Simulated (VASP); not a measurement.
# Ag (Fm-3m) in VASP: single point with PBEsol+D4

Aim: the single point of Ag with PBEsol+D4.

Program: VASP 6.6.1. These are calculated values, not measurements. Logs are shortened: lines on timing, memory, paths and dates and some standing lists are left out, and cuts for length are marked.

## Step 1: The cell of the first run

Symmetry: Fm-3m, No. 225, cubic system. The conventional cell has a = 4.085 Å, b = 4.085 Å, c = 4.085 Å, α = 90.00°, β = 90.00°, γ = 90.00°. Within 3.8 Å of Ag (site symmetry m-3m) lie 12 Ag at 2.89 Å.

## Step 2: Single point, PBEsol+D4

Contents of INCAR:

```
ALGO = Normal
EDIFF = 1E-6
ENCUT = 500
GGA = PS
GGA_COMPAT = F
ISIF = 2
ISMEAR = -1
IVDW = 13
LASPH = T
LCHARG = T
LELF = T
LREAL = F
LVHAR = T
LWAVE = F
NBANDS = 12
NELM = 120
PREC = Accurate
SIGMA = 0.3
```

Contents of KPOINTS:

```
k-points
0
Gamma
  11 11 11
```

Contents of POSCAR:

```
Ag
1.0
    0.0000000000      2.0427500000      2.0427500000
    2.0427500000      0.0000000000      2.0427500000
    2.0427500000      2.0427500000      0.0000000000
Ag
1
Direct
    0.0000000000      0.0000000000      0.0000000000
```

Potentials or basis: VASP PAW PBE potentials, release 64 (Ag).

On the command line:

```sh
cat potpaw_PBE.64/Ag/POTCAR > POTCAR
mpirun -np 1 vasp_std > vasp.out
```

OUTCAR:

```text
EDIFF = 1E-6
   ENCUT = 500
   GGA = PS
   ISIF = 2
   ISMEAR = -1
   IVDW = 13
   LASPH = T
   LREAL = F
   NELM = 120
   PREC = Accurate

 ion  position               nearest neighbor table
   1  0.000  0.000  0.000-

  LATTYP: Found a face centered cubic cell.
 ALAT       =     4.0855000000

  Lattice vectors:

 A1 = (   0.0000000000,   2.0427500000,   2.0427500000)
 A2 = (   2.0427500000,   0.0000000000,   2.0427500000)
 A3 = (   2.0427500000,   2.0427500000,   0.0000000000)

Analysis of symmetry for initial positions (statically):
=====================================================================
 Subroutine PRICEL returns:
 Original cell was already a primitive cell.

 Routine SETGRP: Setting up the symmetry group for a
 face centered cubic supercell.

 Subroutine GETGRP returns: Found 48 space group operations
 (whereof 48 operations were pure point group operations)
 out of a pool of 48 trial point group operations.

The static configuration has the point symmetry O_h .

Analysis of symmetry for dynamics (positions and initial velocities):
=====================================================================
 Subroutine PRICEL returns:
 Original cell was already a primitive cell.

 Routine SETGRP: Setting up the symmetry group for a
 face centered cubic supercell.

 Subroutine GETGRP returns: Found 48 space group operations
 (whereof 48 operations were pure point group operations)
 out of a pool of 48 trial point group operations.

The dynamic configuration has the point symmetry O_h .

 Subroutine INISYM returns: Found 48 space group operations
 (whereof 48 operations are pure point group operations),
 and found     1 'primitive' translations

----------------------------------------------------------------------------------------

                                     Primitive cell

  volume of cell :      17.0481

  direct lattice vectors                    reciprocal lattice vectors
     0.000000000  2.042750000  2.042750000    -0.244768082  0.244768082  0.244768082
     2.042750000  0.000000000  2.042750000     0.244768082 -0.244768082  0.244768082
     2.042750000  2.042750000  0.000000000     0.244768082  0.244768082 -0.244768082

  length of vectors
     2.888884755  2.888884755  2.888884755     0.423950755  0.423950755  0.423950755

  position of ions in fractional coordinates (direct lattice)
     0.000000000  0.000000000  0.000000000

  ion indices of the primitive-cell ions
   primitive index   ion index
                 1           1

----------------------------------------------------------------------------------------

 KPOINTS: k-points

Automatic generation of k-mesh.
 Grid dimensions read from file:
 generate k-points for:   11   11   11

 Generating k-lattice:

  Cartesian coordinates                     Fractional coordinates (reciprocal lattice)
    -0.022251644  0.022251644  0.022251644     0.090909091  0.000000000  0.000000000
     0.022251644 -0.022251644  0.022251644     0.000000000  0.090909091  0.000000000
     0.022251644  0.022251644 -0.022251644     0.000000000  0.000000000  0.090909091

  Length of vectors
     0.038540978  0.038540978  0.038540978

  Shift w.r.t. Gamma in fractional coordinates (k-lattice)
     0.000000000  0.000000000  0.000000000

 Subroutine IBZKPT returns following result:
 ===========================================

 Found     56 irreducible k-points:

 Following reciprocal coordinates:
            Coordinates               Weight
  0.000000  0.000000  0.000000      1.000000
  0.090909  0.000000  0.000000      8.000000
  0.181818  0.000000  0.000000      8.000000
  0.272727  0.000000  0.000000      8.000000
  0.363636  0.000000  0.000000      8.000000
  0.454545  0.000000  0.000000      8.000000
[... 16 lines left out ...]
 -0.272727  0.181818  0.000000     24.000000
 -0.181818  0.181818  0.000000     12.000000
 [... further k-points ...]
   k-points           NKPTS =     56   k-points in BZ     NKDIM =     56   number of bands    NBANDS=     12
   number of dos      NEDOS =    301   number of ions     NIONS =      1
   total plane-waves  NPLWV =  13824
   dimension x,y,z NGX =    24 NGY =   24 NGZ =   24
   dimension x,y,z NGXF=    48 NGYF=   48 NGZF=   48
   ions per type =               1
   NGX,Y,Z   is equivalent  to a cutoff of  13.81, 13.81, 13.81 a.u.
   NGXF,Y,Z  is equivalent  to a cutoff of  27.62, 27.62, 27.62 a.u.
 SYSTEM =  unknown system
   PREC   = accura    normal or accurate (medium, high low for compatibility)
   ISTART =      0    job   : 0-new  1-cont  2-samecut
   ICHARG =      2    charge: 1-file 2-atom 10-const
   ISPIN  =      1    spin polarized calculation?
   LNONCOLLINEAR =      F non collinear calculations
   LSORBIT =      F    spin-orbit coupling
   LASPH  =      T    aspherical Exc in radial PAW
   ENCUT  =  500.0 eV  36.75 Ry    6.06 a.u.   5.27  5.27  5.27*2*pi/ulx,y,z
   NELM   =    120;   NELMIN=  2; NELMDL= -5     # of ELM steps
   EDIFF  = 0.1E-05   stopping-criterion for ELM
   LREAL  =      F    real-space projection
   EDIFFG = 0.1E-04   stopping-criterion for IOM
   NSW    =      0    number of steps for IOM
   IBRION =     -1    ionic relax: 0-MD 1-quasi-New 2-CG
   NFREE  =      0    steps in history (QN), initial steepest desc. (CG)
   ISIF   =      2    stress and relaxation
   ISYM   =      2    0-nonsym 1-usesym 2-fastsym
   POTIM  = 0.5000    time-step for ionic-motion
   TEBEG  =    0.0;   TEEND  =   0.0 temperature during run
   PSTRESS=    0.0 pullay stress
   NELECT =      11.0000    total number of electrons
   NUPDOWN=      -1.0000    fix difference up-down
   EMIN   =  10.00;   EMAX   =-10.00  energy-range for DOS
   EFERMI =   0.00;   METHOD = LEGACY
   ISMEAR =    -1;   SIGMA  =   0.30  broadening in eV -4-tet -1-fermi 0-gaus
   EFERMI_NEDOS =   21; number of points for ismear=-14 and -15
   IALGO  =     38    algorithm
   IMIX   =      4    mixing-type and parameters
     AMIX     =   0.40;   BMIX     =  1.00
     AMIX_MAG =   1.60;   BMIX_MAG =  1.00
  volume/ion in A,a.u.               =      17.05       115.05
  Fermi-wavevector in a.u.,A,eV,Ry     =   1.414644  2.673290 27.228221  2.001218
  Thomas-Fermi vector in A             =   2.536165
   LORBIT       =      0    0 simple, 1 ext, 2 COOP (PROOUT), +10 PAW based schemes
   GGA     = PS    functional components
   LHFCALC =     F    Hartree Fock is set to
   AEXX    =    0.0000 exact exchange contribution
   IVDW    =    13    specifies the selected vdW correction
   LEPSILON=     F    determine dielectric tensor
   LRPA    =     F    only Hartree local field effects (RPA)
 non-spin polarized calculation
  energy-cutoff  :      500.00
  volume of cell :       17.05
 maximum number of plane-waves:       444
 NGX is ok and might be reduce to    24
   NGX = 11   NGY = 11   NGZ = 11

 number of electron      10.9999999 magnetization

 Free energy of the ion-electron system (eV)
  ---------------------------------------------------
  ext. energy  EPLUGINS =         0.00000000
  ---------------------------------------------------
  free energy    TOTEN  =        -3.34643073 eV

  energy without entropy =       -3.27207334  energy(sigma->0) =       -3.30925204

 E-fermi :   8.2832     XC(G=0): -12.4138

 val. band max:        8.1370105173   @ k =   0.4545   0.2727   0.0000
 cond. band min:       8.4000142804   @ k =  -0.4545   0.0909   0.0000
 fundamental gap:      0.2630037631
 Fermi energy:         8.2832372523

 k-point     1 :       0.0000    0.0000    0.0000
  band No.  band energies     occupation
      1       0.4018      2.00000
      2       3.4585      2.00000
      3       3.4585      2.00000
      4       3.4585      2.00000
      5       4.5050      1.99999
      6       4.5050      1.99999
      7      24.2193      0.00000
      8      27.7921      0.00000
      9      27.7921      0.00000
     10      27.7921      0.00000
     11      32.6133      0.00000
     12      33.7364      0.00000

 k-point     2 :       0.0909    0.0000    0.0000
  band No.  band energies     occupation
      1       0.6573      2.00000
      2       3.4023      2.00000
      3       3.5272      2.00000
      4       3.5272      2.00000
      5       4.4805      1.99999
      6       4.4805      1.99999
      7      24.1830      0.00000
      8      26.0046      0.00000
      9      27.8922      0.00000
     10      27.8922      0.00000
     11      32.2162      0.00000
     12      33.4022      0.00000

 k-point     3 :       0.1818    0.0000    0.0000
  band No.  band energies     occupation
      1       1.3267      2.00000
      2       3.3607      2.00000
      3       3.6509      2.00000
      4       3.6509      2.00000
      5       4.4893      1.99999
      6       4.4893      1.99999
      7      21.9421      0.00000
      8      25.0852      0.00000
      9      28.0186      0.00000
     10      28.0186      0.00000
     11      31.0091      0.00000
     12      32.3190      0.00000

 k-point     4 :       0.2727    0.0000    0.0000
  band No.  band energies     occupation
      1       1.8911      2.00000
      2       3.6435      2.00000
      3       3.6435      2.00000
      4       3.9104      2.00000
      5       4.7020      1.99999
      6       4.7020      1.99999
      7      18.4578      0.00000
      8      24.6567      0.00000
      9      27.6813      0.00000
     10      27.6813      0.00000
     11      31.3173      0.00000
     12      31.3201      0.00000

 k-point     5 :       0.3636    0.0000    0.0000
  band No.  band energies     occupation
      1       1.9282      2.00000
      2       3.5331      2.00000
      3       3.5331      2.00000
      4       5.0365      1.99996
      5       5.0365      1.99996
      6       5.4796      1.99983
      7      15.0751      0.00000
      8      23.9612      0.00000
      9      26.8070      0.00000
     10      26.8070      0.00000
     11      31.0378      0.00000
     12      31.0378      0.00000
[... 228 lines left out ...]
      1       2.3018      2.00000
      2       3.1532      2.00000
      3       3.8873      2.00000
      4       4.1208      2.00000
      5       5.2722      1.99991
      6       9.7705      0.01396
      7      12.1059      0.00001
      8      20.7946      0.00000
      9      23.6712      0.00000
     10      24.5620      0.00000
     11      33.2060      0.00000
     12      33.2365      0.00000

 k-point    22 :      -0.3636    0.1818    0.0000
  band No.  band energies     occupation
      1       2.4102      2.00000
      2       3.2063      2.00000
      3       3.8731      2.00000
      4       4.0796      2.00000
      5       4.9638      1.99997
      6       8.6318      0.47671
      7      13.6890      0.00000
      8      20.1453      0.00000
      9      24.7774      0.00000
     10      25.0683      0.00000
     11      32.1073      0.00000
     12      32.9757      0.00000

 k-point    23 :      -0.2727    0.1818    0.0000
  band No.  band energies     occupation
      1       2.5830      2.00000
      2       3.2771      2.00000
      3       3.6944      2.00000
      4       3.9495      2.00000
      5       4.5198      1.99999
      6       6.8691      1.98222
      7      16.8557      0.00000
      8      20.0208      0.00000
      9      25.5371      0.00000
     10      27.0577      0.00000
     11      30.3651      0.00000
     12      32.9300      0.00000

 k-point    24 :      -0.1818    0.1818    0.0000
  band No.  band energies     occupation
      1       2.4620      2.00000
      2       3.0508      2.00000
      3       3.6686      2.00000
      4       4.0768      2.00000
      5       4.1115      2.00000
      6       5.6319      1.99971
      7      20.1211      0.00000
      8      20.5365      0.00000
      9      26.8175      0.00000
     10      28.6253      0.00000
     11      29.2998      0.00000
     12      32.8205      0.00000

 [... further k-points ...]

------------------------ aborting loop because EDIFF is reached ----------------------------------------

  DFT-D4 for vdW energy calculation

  Edisp (eV):   -0.33093

  FORCE on cell =-STRESS in cart. coord.  units (eV):
  Direction    XX          YY          ZZ          XY          YZ          ZX
  --------------------------------------------------------------------------------------
  -------------------------------------------------------------------------------------
  Total      -0.58596    -0.58596    -0.58596    -0.00000    -0.00000    -0.00000
  in kB     -55.06883   -55.06883   -55.06883    -0.00000    -0.00000    -0.00000
  external pressure =      -55.07 kB  Pullay stress =        0.00 kB

 VOLUME and BASIS-vectors are now :
 -----------------------------------------------------------------------------
  energy-cutoff  :      500.00
  volume of cell :       17.05
      direct lattice vectors                 reciprocal lattice vectors
     0.000000000  2.042750000  2.042750000    -0.244768082  0.244768082  0.244768082
     2.042750000  0.000000000  2.042750000     0.244768082 -0.244768082  0.244768082
     2.042750000  2.042750000  0.000000000     0.244768082  0.244768082 -0.244768082

 POSITION                                       TOTAL-FORCE (eV/Angst)
 -----------------------------------------------------------------------------------
      0.00000      0.00000      0.00000         0.000000      0.000000      0.000000
 -----------------------------------------------------------------------------------
    total drift:                               -0.000000     -0.000000     -0.000000

  FREE ENERGIE OF THE ION-ELECTRON SYSTEM (eV)
  ---------------------------------------------------
  free  energy   TOTEN  =        -3.6773654348 eV

  energy  without entropy=       -3.6030080432  energy(sigma->0) =       -3.64018674
```

Run time: 17 s. Hardware: 1 thread of AMD EPYC 7R43 (Zen 3), shared host; peak memory 0.11 GiB.

What came out:

* Free energy: -3.6774 eV
* Pressure: -5.5 GPa
* Dispersion energy per atom: -0.331 eV

Levels at points of the mesh, in eV from the Fermi level:
| k point | band 2 | band 3 | band 4 | band 5 | band 6 | band 7 | band 8 | band 9 | band 10 | band 11 |
| --- | --- | --- | --- | --- | --- | --- | --- | --- | --- | --- |
| (0.00, 0.00, 0.00) | -4.82 | -4.82 | -4.82 | -3.78 | -3.78 | 15.94 | 19.51 | 19.51 | 19.51 | 24.33 |

Caveat: the PAW data sets were made with another functional, which shifts forces and pressure a little; pairwise dispersion overbinds metals, which lowers pressure and volume.
